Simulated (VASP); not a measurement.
# Te2Mo in VASP: notebook

The runs below take Te2Mo through relaxation of cell and atoms, single point, with PBE.

All numbers are computed with VASP 6.6.1; they aren't measurements. Logs are shortened: lines on timing, memory, paths and dates and some standing lists are left out, and cuts for length are marked.

## 1. The cell of the first run

The cell holds a slab with vacuum, 3 atoms: a = 3.018 Å, b = 3.018 Å, c = 14.731 Å, α = 90.00°, β = 90.00°, γ = 120.00°.

## 2. Relaxation of cell and atoms, PBE

INCAR

```
SYSTEM = Te2Mo
  PREC = Accurate
  ENCUT = 600
  EDIFF = 1E-7
  ISMEAR = 0
  SIGMA = 0.1
  LREAL = .False.
  LASPH = .True.
  NELM = 60
  ALGO = Normal
  ISIF = 3
  LWAVE = .False.
  LCHARG = .False.
  GGA = PE
  IBRION = 2
  NSW = 90
  EDIFFG = -0.04
```

KPOINTS

```
regular mesh
0
Gamma
  6 6 2
  0 0 0
```

POSCAR

```
Te2Mo
1.0
    3.0175457400      0.0000000000      0.0000000000
   -1.5087728700      2.6132712700      0.0000000000
    0.0000000000      0.0000000000     14.7312895500
Te Mo
2 1
Direct
    0.3333333300      0.6666666700      0.8968331200
    0.3333333300      0.6666666700      0.1031668800
    0.0000000000      0.0000000000      0.0000000000
```

Potentials or basis: VASP PAW PBE potentials, release 64 (Te, Mo_sv).

The run is started by

```console
> cat potpaw_PBE.64/Te/POTCAR potpaw_PBE.64/Mo_sv/POTCAR > POTCAR
> mpirun -np 1 vasp_std > vasp.out
```

OUTCAR:

```text
SYSTEM = Te2Mo
   PREC = Accurate
   ENCUT = 600
   EDIFF = 1E-7
   ISMEAR = 0
   LREAL = .False.
   LASPH = .True.
   NELM = 60
   ISIF = 3
   GGA = PE
   IBRION = 2
   NSW = 90
   EDIFFG = -0.04

 ion  position               nearest neighbor table
   1  0.333  0.667  0.897-   3 2.31   3 2.31   3 2.31   2 3.04
   2  0.333  0.667  0.103-   3 2.31   3 2.31   3 2.31   1 3.04
   3  0.000  0.000  0.000-   1 2.31   2 2.31   1 2.31   2 2.31   1 2.31   2 2.31

  LATTYP: Found a hexagonal cell.
 ALAT       =     3.0175457400
 C/A-ratio  =     4.8818777972

  Lattice vectors:

 A1 = (   3.0175457400,   0.0000000000,   0.0000000000)
 A2 = (  -1.5087728700,   2.6132712700,   0.0000000000)
 A3 = (   0.0000000000,   0.0000000000,  14.7312895500)

Analysis of symmetry for initial positions (statically):
=====================================================================
 Subroutine PRICEL returns:
 Original cell was already a primitive cell.

 Routine SETGRP: Setting up the symmetry group for a
 hexagonal supercell.

 Subroutine GETGRP returns: Found 12 space group operations
 (whereof 12 operations were pure point group operations)
 out of a pool of 24 trial point group operations.

The static configuration has the point symmetry D_3h.

Analysis of symmetry for dynamics (positions and initial velocities):
=====================================================================
 Subroutine PRICEL returns:
 Original cell was already a primitive cell.

 Routine SETGRP: Setting up the symmetry group for a
 hexagonal supercell.

 Subroutine GETGRP returns: Found 12 space group operations
 (whereof 12 operations were pure point group operations)
 out of a pool of 24 trial point group operations.

The dynamic configuration has the point symmetry D_3h.

 Subroutine INISYM returns: Found 12 space group operations
 (whereof 12 operations are pure point group operations),
 and found     1 'primitive' translations

----------------------------------------------------------------------------------------

                                     Primitive cell

  volume of cell :     116.1660

  direct lattice vectors                    reciprocal lattice vectors
     3.017545740  0.000000000  0.000000000     0.331395142  0.191331074  0.000000000
    -1.508772870  2.613271270  0.000000000     0.000000000  0.382662149  0.000000000
     0.000000000  0.000000000 14.731289550     0.000000000  0.000000000  0.067882720

  length of vectors
     3.017545740  3.017545742 14.731289550     0.382662149  0.382662149  0.067882720

  position of ions in fractional coordinates (direct lattice)
     0.333333330  0.666666670  0.896833120
     0.333333330  0.666666670  0.103166880
     0.000000000  0.000000000  0.000000000

  ion indices of the primitive-cell ions
   primitive index   ion index
                 1           1
                 2           2
                 3           3

----------------------------------------------------------------------------------------

 KPOINTS: regular mesh

Automatic generation of k-mesh.
 Grid dimensions read from file:
 generate k-points for:    6    6    2

 Generating k-lattice:

  Cartesian coordinates                     Fractional coordinates (reciprocal lattice)
     0.055232524  0.031888512  0.000000000     0.166666667 -0.000000000  0.000000000
     0.000000000  0.063777025  0.000000000     0.000000000  0.166666667  0.000000000
     0.000000000  0.000000000  0.033941360     0.000000000  0.000000000  0.500000000

  Length of vectors
     0.063777025  0.063777025  0.033941360

  Shift w.r.t. Gamma in fractional coordinates (k-lattice)
     0.000000000  0.000000000  0.000000000

 Subroutine IBZKPT returns following result:
 ===========================================

 Found     14 irreducible k-points:

 Following reciprocal coordinates:
            Coordinates               Weight
  0.000000  0.000000  0.000000      1.000000
  0.166667  0.000000  0.000000      6.000000
  0.333333 -0.000000  0.000000      6.000000
  0.500000 -0.000000  0.000000      3.000000
  0.166667  0.166667  0.000000      6.000000
  0.333333  0.166667  0.000000     12.000000
  0.333333  0.333333  0.000000      2.000000
  0.000000  0.000000  0.500000      1.000000
  0.166667  0.000000  0.500000      6.000000
  0.333333 -0.000000  0.500000      6.000000
  0.500000 -0.000000  0.500000      3.000000
  0.166667  0.166667  0.500000      6.000000
  0.333333  0.166667  0.500000     12.000000
  0.333333  0.333333  0.500000      2.000000
   k-points           NKPTS =     14   k-points in BZ     NKDIM =     14   number of bands    NBANDS=     17
   number of dos      NEDOS =    301   number of ions     NIONS =      3
   total plane-waves  NPLWV =  69120
   dimension x,y,z NGX =    24 NGY =   24 NGZ =  120
   dimension x,y,z NGXF=    48 NGYF=   48 NGZF=  240
   ions per type =               2   1
   NGX,Y,Z   is equivalent  to a cutoff of  13.22, 13.22, 13.54 a.u.
   NGXF,Y,Z  is equivalent  to a cutoff of  26.44, 26.44, 27.08 a.u.
 SYSTEM =  Te2Mo
   PREC   = accura    normal or accurate (medium, high low for compatibility)
   ISTART =      0    job   : 0-new  1-cont  2-samecut
   ICHARG =      2    charge: 1-file 2-atom 10-const
   ISPIN  =      1    spin polarized calculation?
   LNONCOLLINEAR =      F non collinear calculations
   LSORBIT =      F    spin-orbit coupling
   LASPH  =      T    aspherical Exc in radial PAW
   ENCUT  =  600.0 eV  44.10 Ry    6.64 a.u.   6.03  6.03 29.42*2*pi/ulx,y,z
   NELM   =     60;   NELMIN=  2; NELMDL= -5     # of ELM steps
   EDIFF  = 0.1E-06   stopping-criterion for ELM
   LREAL  =      F    real-space projection
   EDIFFG = -.4E-01   stopping-criterion for IOM
   NSW    =     90    number of steps for IOM
   IBRION =      2    ionic relax: 0-MD 1-quasi-New 2-CG
   NFREE  =      1    steps in history (QN), initial steepest desc. (CG)
   ISIF   =      3    stress and relaxation
   ISYM   =      2    0-nonsym 1-usesym 2-fastsym
   POTIM  = 0.5000    time-step for ionic-motion
   TEBEG  =    0.0;   TEEND  =   0.0 temperature during run
   PSTRESS=    0.0 pullay stress
   NELECT =      26.0000    total number of electrons
   NUPDOWN=      -1.0000    fix difference up-down
   EMIN   =  10.00;   EMAX   =-10.00  energy-range for DOS
   EFERMI =   0.00;   METHOD = LEGACY
   ISMEAR =     0;   SIGMA  =   0.10  broadening in eV -4-tet -1-fermi 0-gaus
   EFERMI_NEDOS =   21; number of points for ismear=-14 and -15
   IALGO  =     38    algorithm
   IMIX   =      4    mixing-type and parameters
     AMIX     =   0.40;   BMIX     =  1.00
     AMIX_MAG =   1.60;   BMIX_MAG =  1.00
  volume/ion in A,a.u.               =      38.72       261.31
  Fermi-wavevector in a.u.,A,eV,Ry     =   0.993969  1.878329 13.442212  0.987975
  Thomas-Fermi vector in A             =   2.125888
   LORBIT       =      0    0 simple, 1 ext, 2 COOP (PROOUT), +10 PAW based schemes
   GGA     = PE    functional components
   LHFCALC =     F    Hartree Fock is set to
   AEXX    =    0.0000 exact exchange contribution
   IVDW    =     0    specifies the selected vdW correction
   LEPSILON=     F    determine dielectric tensor
   LRPA    =     F    only Hartree local field effects (RPA)
 conjugate gradient relaxation of ions
 non-spin polarized calculation
 Gauss-broadening in eV      SIGMA  =   0.10
  energy-cutoff  :      600.00
  volume of cell :      116.17
 maximum number of plane-waves:      3936
   NGX = 13   NGY = 13   NGZ = 59

--------------------------------------- Ionic step        1  -------------------------------------------

 number of electron      25.9999998 magnetization

 Free energy of the ion-electron system (eV)
  ---------------------------------------------------
  ext. energy  EPLUGINS =         0.00000000
  ---------------------------------------------------
  free energy    TOTEN  =        -9.50590435 eV

  energy without entropy =       -9.50590435  energy(sigma->0) =       -9.50590435

------------------------ aborting loop because EDIFF is reached ----------------------------------------

  FORCE on cell =-STRESS in cart. coord.  units (eV):
  Direction    XX          YY          ZZ          XY          YZ          ZX
  --------------------------------------------------------------------------------------
  -------------------------------------------------------------------------------------
  Total       38.6692100     38.6692100     44.9877757      0.0000000      0.0000000      0.0000000
  in kB      533.3309169    533.3309178    620.4774208      0.0000000      0.0000000      0.0000000
  external PRESSURE =     562.3797518 kB  Pullay stress =       0.0000000 kB
[... 24 lines left out ...]
--------------------------------------- Ionic step        2  -------------------------------------------

 number of electron      26.0000050 magnetization

------------------------ aborting loop EDIFF was not reached (unconverged)  ----------------------------

  FORCE on cell =-STRESS in cart. coord.  units (eV):
  Direction    XX          YY          ZZ          XY          YZ          ZX
  --------------------------------------------------------------------------------------
  -------------------------------------------------------------------------------------
  Total       -8.7986011     -8.7986011    -12.1538839      0.0000000      0.0000000      0.0000000
  in kB      -26.7691579    -26.7691580    -36.9773825      0.0000000      0.0000000      0.0000000
  external PRESSURE =     -30.1718995 kB  Pullay stress =       0.0000000 kB
[... 55 lines left out ...]
  FREE ENERGIE OF THE ION-ELECTRON SYSTEM (eV)
  ---------------------------------------------------
  free  energy   TOTEN  =        -5.9711409759 eV

  energy  without entropy=       -5.8860383248  energy(sigma->0) =       -5.92858965

 E-fermi :  -2.4463     XC(G=0):  -3.7498

 val. band max:       -2.4510471023   @ k =   0.0000   0.0000   0.5000
 cond. band min:      -2.4327881600   @ k =   0.5000  -0.0000   0.0000
 fundamental gap:      0.0182589423
 Fermi energy:        -2.4463127362

 k-point     1 :       0.0000    0.0000    0.0000
  band No.  band energies     occupation
      1     -63.7303      2.00000
      2     -37.9057      2.00000
      3     -37.7304      2.00000
      4     -37.7304      2.00000
      5     -12.5210      2.00000
      6     -12.5084      2.00000
[... 257 lines left out ...]
      4     -37.7352      2.00000
      5     -12.0419      2.00000
      6     -12.0406      2.00000
[... 9 lines left out ...]
     16      -2.1553      0.00004
     17      -1.9307      0.00000

[... ionic steps 4 to 11 ...]

--------------------------------------- Ionic step       12  -------------------------------------------

 number of electron      26.0000000 magnetization

------------------------ aborting loop because EDIFF is reached ----------------------------------------
[... 69 lines left out ...]
--------------------------------------- Ionic step       14  -------------------------------------------

 number of electron      26.0000001 magnetization

 Free energy of the ion-electron system (eV)
  ---------------------------------------------------
  ext. energy  EPLUGINS =         0.00000000
  ---------------------------------------------------
  free energy    TOTEN  =       -18.01791746 eV

  energy without entropy =      -18.01791746  energy(sigma->0) =      -18.01791746

 E-fermi :   1.6123     XC(G=0):  -5.5245

 val. band max:        0.9956832365   @ k =   0.3333   0.3333   0.5000
 cond. band min:       2.0844842439   @ k =   0.3333   0.3333   0.0000
 fundamental gap:      1.0888010075
 Fermi energy:         1.6122517913

 k-point     1 :       0.0000    0.0000    0.0000
  band No.  band energies     occupation
      1     -59.6950      2.00000
      2     -33.8463      2.00000
      3     -33.7345      2.00000
      4     -33.7345      2.00000
      5     -11.5498      2.00000
      6     -10.6205      2.00000
[... 299 lines left out ...]
  FREE ENERGIE OF THE ION-ELECTRON SYSTEM (eV)
  ---------------------------------------------------
  free  energy   TOTEN  =       -18.0179174560 eV

  energy  without entropy=      -18.0179174560  energy(sigma->0) =      -18.01791746

 reached required accuracy - stopping structural energy minimisation
```

Run time: 6.3 min. Hardware: 1 thread of Intel Xeon 6975P-C (Granite Rapids), shared host; peak memory 0.28 GiB.

What came out:

* Free energy: -18.0179 eV
* Relaxed cell: a = 3.550 Å, b = 3.550 Å, c = 15.062 Å, α = 90.00°, β = 90.00°, γ = 120.00°
* Space group after relaxing (to 0.05 Å): P-6m2 (No. 187)
* Energy gained by relaxing: 2837.3 meV/atom
* Ionic steps: 14
* Largest force after relaxing: 0.006 eV/Å
* Band gap on the k mesh: 1.09 eV, direct

Forces in eV/Å, atoms in the order of the input:
```
Te   0.000  0.000  0.006
Te   0.000  0.000 -0.006
Mo   0.000  0.000  0.000
```

Step by step:
| step | energy change (eV) | largest force (eV/Å) | pressure (GPa) | volume (Å³) |
| --- | --- | --- | --- | --- |
| 1 | 0.0000 | 14.8080 | 56.24 | 116.17 |
| 2 | 5.7592 | 0.9504 | -3.02 | 526.61 |
| 3 | 3.5348 | 1.4788 | -3.37 | 426.46 |
| 4 | 1.5095 | 2.0261 | -4.50 | 356.81 |
| 5 | -5.3224 | 3.1756 | -7.31 | 214.53 |
| 6 | -7.8779 | 1.8114 | -1.07 | 160.37 |
| 7 | -7.9102 | 0.7308 | 3.22 | 149.05 |
| 8 | -7.9402 | 1.2645 | 1.10 | 153.99 |
| 9 | -7.9405 | 1.1820 | 1.43 | 153.16 |
| 10 | -8.4870 | 0.3560 | -0.07 | 162.83 |
| 11 | -8.5114 | 0.0642 | -0.23 | 165.31 |
| 12 | -8.5113 | 0.0921 | -0.22 | 165.09 |
| 13 | -8.5109 | 0.1082 | 0.32 | 163.44 |
| 14 | -8.5120 | 0.0063 | 0.01 | 164.37 |

Final structure:
```
Te Mo
1.0
     3.54986    0.00000    0.00000
    -1.77493    3.07427    0.00000
     0.00000    0.00000   15.06166
Te Mo
2 1
Direct
  0.33333 0.66667 0.87972
  0.33333 0.66667 0.12028
  0.00000 0.00000 0.00000
```

Caveat: the volume moved by over 15 % at a fixed basis, so the end points are rough; spin-orbit coupling is left out, which moves the levels of the heavy elements.

## 3. Single point, PBE

This run uses another cell than the first one, of 55.60 Å³/atom, 1.436 times its volume.

INCAR

```
  PREC = Accurate
  ENCUT = 520
  EDIFF = 1E-7
  ISMEAR = 0
  SIGMA = 0.02
  LREAL = F
  LASPH = T
  NELM = 100
  ALGO = Normal
  ISIF = 2
  LWAVE = F
  LCHARG = T
  GGA = PE
  LELF = T
  LVHAR = T
  NBANDS = 20
```

KPOINTS

```
regular mesh
0
Gamma
  12 12 2
```

POSCAR

```
Te2Mo
1.0
    3.5549829230      0.0000000000      0.0000000000
   -1.7774914615      3.0787055213      0.0000000000
    0.0000000000      0.0000000000     15.2390256742
Te Mo
2 1
Direct
    0.3333333333      0.6666666667      0.8813480100
    0.3333333333      0.6666666667      0.1186519900
    0.0000000000      0.0000000000      0.0000000000
```

Potentials or basis: VASP PAW PBE potentials, release 64 (Te, Mo_sv).

The run is started by

```console
> cat potpaw_PBE.64/Te/POTCAR potpaw_PBE.64/Mo_sv/POTCAR > POTCAR
> mpirun -np 1 vasp_std > vasp.out
```

Run time: 85 s. Hardware: 1 thread of Intel Xeon 6975P-C (Granite Rapids), shared host; peak memory 0.35 GiB.

It converged, with:

* Free energy: -18.0249 eV
* Largest force: 0.010 eV/Å
* Band gap on the k mesh: 1.08 eV, direct

Forces in eV/Å, atoms in the order of the input:
```
Te   0.000  0.000 -0.010
Te   0.000  0.000  0.010
Mo   0.000  0.000  0.000
```

Levels at points of the mesh, in eV from the valence-band top:
```
           k point  band 11  band 12  band 13  band 14  band 15  band 16
(0.00, 0.00, 0.00)    -0.87    -0.87    -0.45     3.05     3.05     3.32
(0.50, 0.00, 0.00)    -1.61    -0.72    -0.32     1.40     1.73     3.26
(0.00, 0.00, 0.50)    -0.87    -0.87    -0.45     3.05     3.05     3.32
(0.50, 0.00, 0.50)    -1.61    -0.72    -0.32     1.40     1.73     3.26
```

Caveat: spin-orbit coupling is left out, which moves the levels of the heavy elements.

(Continued in part 2 of 2.)
